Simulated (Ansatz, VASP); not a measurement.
**ZrS: VASP beside Ansatz**

Contents of POSCAR:

```
ZrS
1.0
    0.0000000000      2.5200000000      2.4150000000
    2.5200000000      0.0000000000      2.4150000000
    2.5200000000      2.5200000000      0.0000000000
Zr S
1 1
Direct
    0.0000000000      0.0000000000      0.0000000000
    0.5000000000      0.5000000000      0.5000000000
```

File INCAR.step1:

```
SYSTEM = ZrS
PREC = Accurate ; ENCUT = 520
ISMEAR = 0 ; SIGMA = 0.15
LREAL = .False. ; LASPH = .True.
NELM = 60 ; NBANDS = 16
GGA = PE ; ALGO = Normal
EDIFF = 1E-4 ; LWAVE = .True.
LCHARG = .False.
```

The input INCAR.step2:

```
SYSTEM = ZrS
PREC = Accurate ; ENCUT = 520
EDIFF = 1E-7 ; ISMEAR = 0
SIGMA = 0.15 ; LREAL = .False.
LASPH = .True. ; NELM = 60
ALGO = Normal ; ISIF = 2
LWAVE = .False. ; LCHARG = .False.
METAGGA = R2SCAN ; LMIXTAU = .True.
NBANDS = 16 ; ISTART = 1
```

Contents of KPOINTS:

```
regular mesh
0
Gamma
  16 16 16
  0 0 0
```

Input for Ansatz:

```yaml
crystal:
  lattice:
    - [0.0, 2.52, 2.415]
    - [2.52, 0.0, 2.415]
    - [2.52, 2.52, 0.0]
  atoms:
    - { symbol: Zr, position: [0.0, 0.0, 0.0] }
    - { symbol: S, position: [0.5, 0.5, 0.5] }
basis:
  ecutwfc: 500
kpoints:
  mp_grid: { grid: [16, 16, 16] }
hamiltonian:
  xc: r2scan
scf:
  occupations: { method: gaussian, width: 0.15 }
output:
  forces: true
  stress: true
  eigenvalues: true
  write_density: true
  write_potential: true
  elf: true
  volumetric_format: npy
```

Change from the starting cell: strain -0.040 along x and y, -0.080 along z, atoms carried along.

Alike in both runs: task single point; functional r2SCAN; k mesh 16 × 16 × 16; occupations gaussian, width 0.15 eV; no spin polarisation.

|  | VASP | Ansatz |
| --- | --- | --- |
| version | VASP 6.6.1 | Ansatz 0.2.0 |
| potentials or method | VASP PAW PBE potentials, release 64 (Zr_sv, S), cutoff 520 eV | scalar-relativistic, plane waves, PAW |
| valence electrons in the cell | 18 | 18 |

|  | VASP | Ansatz | Ansatz less VASP |
| --- | --- | --- | --- |
| gap on the k mesh at the Fermi level (eV) | none | none | - |
| pressure (GPa) | 30.3 | 30.3 | +0.02 |
| traceless stress, the component that is largest in VASP (GPa) | 16.87 | 16.84 | -0.038 |

VASP's potentials were made for PBE, not for r2SCAN. A gap of «none» marks a metal or a gap that the smearing closes. Both programs put the cell under a high pressure, so it lies far from rest at this level. With one functional, cell and mesh, what is left measures potentials, basis and numerics.
